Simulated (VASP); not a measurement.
# ScAl3As4 (P3m1) in VASP: further runs

Runs on ScAl3As4. Level: PBE. Tasks: single point, relaxation of cell and atoms.

Program: VASP 6.6.1. These are calculated values, not measurements. Logs are shortened: lines on timing, memory, paths and dates and some standing lists are left out, and cuts for length are marked.

**1. The cell of the first run**

It takes space group P3m1 (No. 156, trigonal). The conventional cell has a = 4.009 Å, b = 4.009 Å, c = 13.412 Å, α = 90.00°, β = 90.00°, γ = 120.00°. Within 3.5 Å of Sc (site symmetry 3m) lie 6 As at 2.62 to 3.09 Å and 1 Al at 3.12 Å. Al (site symmetry 3m) has 4 As at 2.45 to 2.55 Å and 1 Sc at 3.12 Å within 3.2 Å. Al (site symmetry 3m) has 4 As at 2.45 to 2.47 Å within 3.2 Å. Within 3.2 Å of Al (site symmetry 3m) lie 4 As at 2.43 to 2.47 Å. As (site symmetry 3m) has 3 Al at 2.55 Å and 3 Sc at 3.09 Å within 3.4 Å. As (site symmetry 3m) has 4 Al at 2.45 to 2.47 Å within 3.2 Å. As (site symmetry 3m) has 4 Al at 2.45 to 2.47 Å within 3.2 Å. Within 3.2 Å of As (site symmetry 3m) lie 1 Al at 2.43 Å and 3 Sc at 2.62 Å.

**2. Single point, PBE**

INCAR

```
PREC = Accurate
ENCUT = 520
EDIFF = 1E-6
ISMEAR = 0
SIGMA = 0.02
LREAL = F
LASPH = T
NELM = 100
ALGO = Normal
ISIF = 2
LWAVE = F
LCHARG = F
GGA = PE
NBANDS = 30
```

KPOINTS

```
regular mesh
0
Gamma
  12 12 2
```

POSCAR

```
ScAl3As4
1.0
    4.0085843075      0.0000000000      0.0000000000
   -2.0042921538      3.4715358435      0.0000000000
    0.0000000000      0.0000000000     13.4119945926
Sc Al As
1 3 4
Direct
    0.0000000000      0.0000000000      0.0857192246
    0.0000000000      0.0000000000      0.3181273054
    0.6666666667      0.3333333333      0.5652136650
    0.3333333333      0.6666666667      0.8122975239
    0.6666666667      0.3333333333      0.2387792437
    0.0000000000      0.0000000000      0.5010150061
    0.6666666667      0.3333333333      0.7481180890
    0.3333333333      0.6666666667      0.9937299423
```

Potentials or basis: VASP PAW PBE potentials, release 64 (Sc_sv, Al, As).

Run with:

```console
$ cat potpaw_PBE.64/Sc_sv/POTCAR potpaw_PBE.64/Al/POTCAR potpaw_PBE.64/As/POTCAR > POTCAR
$ mpirun -np 1 vasp_std > vasp.out
```

OUTCAR:

```text
PREC = Accurate
   ENCUT = 520
   EDIFF = 1E-6
   ISMEAR = 0
   LREAL = F
   LASPH = T
   NELM = 100
   ISIF = 2
   GGA = PE

 ion  position               nearest neighbor table
   1  0.000  0.000  0.086-   8 2.62   8 2.62   8 2.62   5 3.09   5 3.09   5 3.09   2 3.12
   2  0.000  0.000  0.318-   6 2.45   5 2.55   5 2.55   5 2.55   1 3.12
   3  0.667  0.333  0.565-   7 2.45   6 2.47   6 2.47   6 2.47
   4  0.333  0.667  0.812-   8 2.43   7 2.47   7 2.47   7 2.47
   5  0.667  0.333  0.239-   2 2.55   2 2.55   2 2.55   1 3.09   1 3.09   1 3.09
   6  0.000  0.000  0.501-   2 2.45   3 2.47   3 2.47   3 2.47
   7  0.667  0.333  0.748-   3 2.45   4 2.47   4 2.47   4 2.47
   8  0.333  0.667  0.994-   4 2.43   1 2.62   1 2.62   1 2.62

  LATTYP: Found a hexagonal cell.
 ALAT       =     4.0085843075
 C/A-ratio  =     3.3458182649

  Lattice vectors:

 A1 = (   4.0085843075,   0.0000000000,   0.0000000000)
 A2 = (  -2.0042921538,   3.4715358435,   0.0000000000)
 A3 = (   0.0000000000,   0.0000000000,  13.4119945926)

Analysis of symmetry for initial positions (statically):
=====================================================================
 Subroutine PRICEL returns:
 Original cell was already a primitive cell.

 Routine SETGRP: Setting up the symmetry group for a
 hexagonal supercell.

 Subroutine GETGRP returns: Found  6 space group operations
 (whereof  6 operations were pure point group operations)
 out of a pool of 24 trial point group operations.

The static configuration has the point symmetry C_3v.

Analysis of symmetry for dynamics (positions and initial velocities):
=====================================================================
 Subroutine PRICEL returns:
 Original cell was already a primitive cell.

 Routine SETGRP: Setting up the symmetry group for a
 hexagonal supercell.

 Subroutine GETGRP returns: Found  6 space group operations
 (whereof  6 operations were pure point group operations)
 out of a pool of 24 trial point group operations.

The dynamic configuration has the point symmetry C_3v.

 Subroutine INISYM returns: Found  6 space group operations
 (whereof  6 operations are pure point group operations),
 and found     1 'primitive' translations

----------------------------------------------------------------------------------------

                                     Primitive cell

  volume of cell :     186.6406

  direct lattice vectors                    reciprocal lattice vectors
     4.008584307  0.000000000  0.000000000     0.249464630  0.144028471  0.000000000
    -2.004292154  3.471535843  0.000000000     0.000000000  0.288056942  0.000000000
     0.000000000  0.000000000 13.411994593     0.000000000  0.000000000  0.074560125

  length of vectors
     4.008584307  4.008584308 13.411994593     0.288056942  0.288056942  0.074560125

  position of ions in fractional coordinates (direct lattice)
     0.000000000  0.000000000  0.085719225
     0.000000000  0.000000000  0.318127305
     0.666666667  0.333333333  0.565213665
     0.333333333  0.666666667  0.812297524
     0.666666667  0.333333333  0.238779244
     0.000000000  0.000000000  0.501015006
     0.666666667  0.333333333  0.748118089
     0.333333333  0.666666667  0.993729942

  ion indices of the primitive-cell ions
   primitive index   ion index
                 1           1
                 2           2
                 3           3
                 4           4
                 5           5
                 6           6
                 7           7
                 8           8

----------------------------------------------------------------------------------------

 KPOINTS: regular mesh

Automatic generation of k-mesh.
 Grid dimensions read from file:
 generate k-points for:   12   12    2

 Generating k-lattice:

  Cartesian coordinates                     Fractional coordinates (reciprocal lattice)
     0.020788719  0.012002373  0.000000000     0.083333333  0.000000000  0.000000000
     0.000000000  0.024004745  0.000000000     0.000000000  0.083333333  0.000000000
     0.000000000  0.000000000  0.037280063     0.000000000  0.000000000  0.500000000

  Length of vectors
     0.024004745  0.024004745  0.037280063

  Shift w.r.t. Gamma in fractional coordinates (k-lattice)
     0.000000000  0.000000000  0.000000000

 Subroutine IBZKPT returns following result:
 ===========================================

 Found     38 irreducible k-points:

 Following reciprocal coordinates:
            Coordinates               Weight
  0.000000  0.000000  0.000000      1.000000
  0.083333  0.000000  0.000000      6.000000
  0.166667  0.000000  0.000000      6.000000
  0.250000  0.000000  0.000000      6.000000
  0.333333  0.000000  0.000000      6.000000
  0.416667  0.000000  0.000000      6.000000
[... 16 lines left out ...]
  0.250000  0.000000  0.500000      6.000000
  0.333333  0.000000  0.500000      6.000000
 [... further k-points ...]
   k-points           NKPTS =     38   k-points in BZ     NKDIM =     38   number of bands    NBANDS=     30
   number of dos      NEDOS =    301   number of ions     NIONS =      8
   total plane-waves  NPLWV =  90000
   dimension x,y,z NGX =    30 NGY =   30 NGZ =  100
   dimension x,y,z NGXF=    60 NGYF=   60 NGZF=  200
   ions per type =               1   3   4
   NGX,Y,Z   is equivalent  to a cutoff of  12.44, 12.44, 12.40 a.u.
   NGXF,Y,Z  is equivalent  to a cutoff of  24.88, 24.88, 24.79 a.u.
 SYSTEM =  unknown system
   PREC   = accura    normal or accurate (medium, high low for compatibility)
   ISTART =      0    job   : 0-new  1-cont  2-samecut
   ICHARG =      2    charge: 1-file 2-atom 10-const
   ISPIN  =      1    spin polarized calculation?
   LNONCOLLINEAR =      F non collinear calculations
   LSORBIT =      F    spin-orbit coupling
   LASPH  =      T    aspherical Exc in radial PAW
   ENCUT  =  520.0 eV  38.22 Ry    6.18 a.u.   7.45  7.45 24.94*2*pi/ulx,y,z
   NELM   =    100;   NELMIN=  2; NELMDL= -5     # of ELM steps
   EDIFF  = 0.1E-05   stopping-criterion for ELM
   LREAL  =      F    real-space projection
   EDIFFG = 0.1E-04   stopping-criterion for IOM
   NSW    =      0    number of steps for IOM
   IBRION =     -1    ionic relax: 0-MD 1-quasi-New 2-CG
   NFREE  =      0    steps in history (QN), initial steepest desc. (CG)
   ISIF   =      2    stress and relaxation
   ISYM   =      2    0-nonsym 1-usesym 2-fastsym
   POTIM  = 0.5000    time-step for ionic-motion
   TEBEG  =    0.0;   TEEND  =   0.0 temperature during run
   PSTRESS=    0.0 pullay stress
   NELECT =      40.0000    total number of electrons
   NUPDOWN=      -1.0000    fix difference up-down
   EMIN   =  10.00;   EMAX   =-10.00  energy-range for DOS
   EFERMI =   0.00;   METHOD = LEGACY
   ISMEAR =     0;   SIGMA  =   0.02  broadening in eV -4-tet -1-fermi 0-gaus
   EFERMI_NEDOS =   21; number of points for ismear=-14 and -15
   IALGO  =     38    algorithm
   IMIX   =      4    mixing-type and parameters
     AMIX     =   0.40;   BMIX     =  1.00
     AMIX_MAG =   1.60;   BMIX_MAG =  1.00
  volume/ion in A,a.u.               =      23.33       157.44
  Fermi-wavevector in a.u.,A,eV,Ry     =   0.979699  1.851363 13.059019  0.959811
  Thomas-Fermi vector in A             =   2.110573
   LORBIT       =      0    0 simple, 1 ext, 2 COOP (PROOUT), +10 PAW based schemes
   GGA     = PE    functional components
   LHFCALC =     F    Hartree Fock is set to
   AEXX    =    0.0000 exact exchange contribution
   IVDW    =     0    specifies the selected vdW correction
   LEPSILON=     F    determine dielectric tensor
   LRPA    =     F    only Hartree local field effects (RPA)
 non-spin polarized calculation
 Gauss-broadening in eV      SIGMA  =   0.02
  energy-cutoff  :      520.00
  volume of cell :      186.64
 maximum number of plane-waves:      5066
 NGX is ok and might be reduce to    30
   NGX = 15   NGY = 15   NGZ = 49

 number of electron      39.9999994 magnetization

 Free energy of the ion-electron system (eV)
  ---------------------------------------------------
  ext. energy  EPLUGINS =         0.00000000
  ---------------------------------------------------
  free energy    TOTEN  =       -40.83409037 eV

  energy without entropy =      -40.83409037  energy(sigma->0) =      -40.83409037

 E-fermi :   4.0647     XC(G=0):  -9.1384

 val. band max:        3.8403237077   @ k =   0.0000   0.0000   0.0000
 cond. band min:       4.6467274112   @ k =   0.5000   0.0000   0.5000
 fundamental gap:      0.8064037035
 Fermi energy:         4.0646829224

 k-point     1 :       0.0000    0.0000    0.0000
  band No.  band energies     occupation
      1     -45.5764      2.00000
      2     -24.2803      2.00000
      3     -24.1554      2.00000
      4     -24.1554      2.00000
      5      -8.1498      2.00000
      6      -7.6390      2.00000
[... 22 lines left out ...]
     29       7.9375      0.00000
     30       7.9499      0.00000

 k-point     2 :       0.0833    0.0000    0.0000
  band No.  band energies     occupation
      1     -45.5762      2.00000
      2     -24.2797      2.00000
      3     -24.1587      2.00000
      4     -24.1562      2.00000
      5      -8.0904      2.00000
      6      -7.5830      2.00000
[... 22 lines left out ...]
     29       7.7552      0.00000
     30       8.1882      0.00000

 k-point     3 :       0.1667    0.0000    0.0000
  band No.  band energies     occupation
      1     -45.5756      2.00000
      2     -24.2782      2.00000
      3     -24.1675      2.00000
      4     -24.1581      2.00000
      5      -7.9173      2.00000
      6      -7.4212      2.00000
[... 682 lines left out ...]
     29       8.0458      0.00000
     30       8.2412      0.00000

 k-point    24 :       0.3333    0.0000    0.5000
  band No.  band energies     occupation
      1     -45.5741      2.00000
      2     -24.2739      2.00000
      3     -24.1915      2.00000
      4     -24.1636      2.00000
      5      -7.3108      2.00000
      6      -6.9232      2.00000
[... 22 lines left out ...]
     29       7.5487      0.00000
     30       7.8742      0.00000

 [... further k-points ...]

------------------------ aborting loop because EDIFF is reached ----------------------------------------

  FORCE on cell =-STRESS in cart. coord.  units (eV):
  Direction    XX          YY          ZZ          XY          YZ          ZX
  --------------------------------------------------------------------------------------
  -------------------------------------------------------------------------------------
  Total        0.1859189      0.1859189      0.2357531     -0.0000000      0.0000000     -0.0000000
  in kB        1.5959825      1.5959825      2.0237740     -0.0000000      0.0000000     -0.0000000
  external PRESSURE =       1.7385797 kB  Pullay stress =       0.0000000 kB

 VOLUME and BASIS-vectors are now :
 -----------------------------------------------------------------------------
  energy-cutoff  :      520.00
  volume of cell :      186.64
      direct lattice vectors                 reciprocal lattice vectors
     4.008584307  0.000000000  0.000000000     0.249464630  0.144028471  0.000000000
    -2.004292154  3.471535843  0.000000000     0.000000000  0.288056942  0.000000000
     0.000000000  0.000000000 13.411994593     0.000000000  0.000000000  0.074560125

 POSITION                                       TOTAL-FORCE (eV/Angst)
 -----------------------------------------------------------------------------------
      0.00000      0.00000      1.14967         0.000000     -0.000000      0.028077
      0.00000      0.00000      4.26672        -0.000000     -0.000000     -0.008643
      2.00429      1.15718      7.58064         0.000000      0.000000     -0.004337
     -0.00000      2.31436     10.89453        -0.000000      0.000000     -0.007851
      2.00429      1.15718      3.20251         0.000000     -0.000000     -0.005391
      0.00000      0.00000      6.71961         0.000000     -0.000000      0.005177
      2.00429      1.15718     10.03376        -0.000000     -0.000000      0.005004
     -0.00000      2.31436     13.32790         0.000000     -0.000000     -0.012036
 -----------------------------------------------------------------------------------
    total drift:                               -0.000001      0.000000     -0.000835

  FREE ENERGIE OF THE ION-ELECTRON SYSTEM (eV)
  ---------------------------------------------------
  free  energy   TOTEN  =       -40.8340903737 eV

  energy  without entropy=      -40.8340903737  energy(sigma->0) =      -40.83409037
```

Run time: 2.2 min. Hardware: 1 thread of Intel Xeon 6975P-C (Granite Rapids), shared host; peak memory 0.4 GiB.

What came out:

```yaml
Free_energy: -40.8341 eV
Pressure: 0.2 GPa
Largest_force: 0.028 eV/Å
Band_gap_on_the_k_mesh: 0.81 eV (least direct gap 0.93 eV)
```

Forces in eV/Å, atoms in the order of the input:
```
Sc   0.000  0.000  0.028
Al   0.000  0.000 -0.009
Al   0.000  0.000 -0.004
Al   0.000  0.000 -0.008
As   0.000  0.000 -0.005
As   0.000  0.000  0.005
As   0.000  0.000  0.005
As   0.000  0.000 -0.012
```

Levels at points of the mesh, in eV from the valence-band top:
| k point | band 18 | band 19 | band 20 | band 21 | band 22 | band 23 |
| --- | --- | --- | --- | --- | --- | --- |
| (0.00, 0.00, 0.00) | -0.36 | 0.00 | 0.00 | 0.96 | 1.76 | 1.94 |
| (0.50, 0.00, 0.00) | -1.41 | -1.39 | -0.37 | 0.82 | 1.36 | 1.64 |
| (0.00, 0.00, 0.50) | -0.38 | -0.07 | -0.07 | 0.86 | 1.95 | 1.95 |
| (0.50, 0.00, 0.50) | -1.79 | -1.45 | -0.35 | 0.81 | 1.73 | 1.87 |

A k mesh can miss the band edges.

(Continued in part 2 of 2.)
